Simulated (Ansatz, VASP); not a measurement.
Two plane-wave programs on ZnO

Contents of INCAR:

```
SYSTEM = ZnO
PREC = Accurate
ENCUT = 520
EDIFF = 1E-7
ISMEAR = -1
SIGMA = 0.05
LREAL = .FALSE.
LASPH = .TRUE.
NELM = 100
ALGO = Normal
ISIF = 2
LWAVE = .FALSE.
LCHARG = .TRUE.
GGA = PE
ALDAC = 0.0
AGGAC = 0.0
LELF = .TRUE.
LVHAR = .TRUE.
NBANDS = 26
```

File KPOINTS:

```
Automatic mesh
0
G
  9 9 5
  0 0 0
```

The input POSCAR:

```
ZnO
1.0
    3.2493080000      0.0000000000      0.0000000000
   -1.6246540000      2.8139832727      0.0000000000
    0.0000000000      0.0000000000      5.2057090000
Zn O
2 2
Direct
    0.6666666667      0.3333333333      0.0000000000
    0.3333333333      0.6666666667      0.5000000000
    0.3333333333      0.6666666667      0.8790100000
    0.6666666667      0.3333333333      0.3790100000
```

File input.yaml:

```yaml
crystal:
  lattice:
    - [3.249308, 0.0, 0.0]
    - [-1.624654, 2.8139832727, 0.0]
    - [0.0, 0.0, 5.205709]
  atoms:
    - { symbol: Zn, position: [0.6666666667, 0.3333333333, 0.0] }
    - { symbol: Zn, position: [0.3333333333, 0.6666666667, 0.5] }
    - { symbol: O, position: [0.3333333333, 0.6666666667, 0.87901] }
    - { symbol: O, position: [0.6666666667, 0.3333333333, 0.37901] }
hamiltonian:
  xc: { exchange: pbe, correlation: none }
  pseudopotentials: { kind: paw }
kpoints:
  mp_grid: { grid: [9, 9, 5] }
scf:
  occupations: { method: fermi_dirac, width: 0.05 }
output:
  forces: true
  stress: true
  eigenvalues: true
```

Alike in both runs: task single point; functional PBE exchange alone; k mesh 9 × 9 × 5; occupations fermi-dirac, width 0.05 eV; no spin polarisation.

|  | VASP | Ansatz |
| --- | --- | --- |
| version | VASP 6.6.1 | Ansatz 0.2.0 |
| potentials or method | VASP PAW PBE potentials, release 64 (Zn, O) | Ansatz PAW |
| plane-wave cutoff (eV) | 520 | 420 |
| valence electrons in the cell | 36 | 36 |

Ansatz gave:

* gap on the k mesh at the Fermi level (eV): 0.93
* least direct gap on the mesh (eV): 0.93
* pressure (GPa): 20.6
* traceless stress, the component that is largest in VASP (GPa): 1.43
* rms of the force components (eV/Å): 0.045

**Question.** What did VASP give for the same quantities?

**Answer.** gap on the k mesh at the Fermi level (eV): 0.91; least direct gap on the mesh (eV): 0.91; pressure (GPa): 21.6; traceless stress, the component that is largest in VASP (GPa): 1.49; rms of the force components (eV/Å): 0.047.

VASP's potentials were made for PBE, not for PBE exchange alone. Atom by atom the forces differ by 0.002 eV/Å (rms over components).

Noted on Ansatz's run: odd divisions of the mesh miss points on the zone boundary, where band edges often lie, so the gap on the mesh can be too wide.
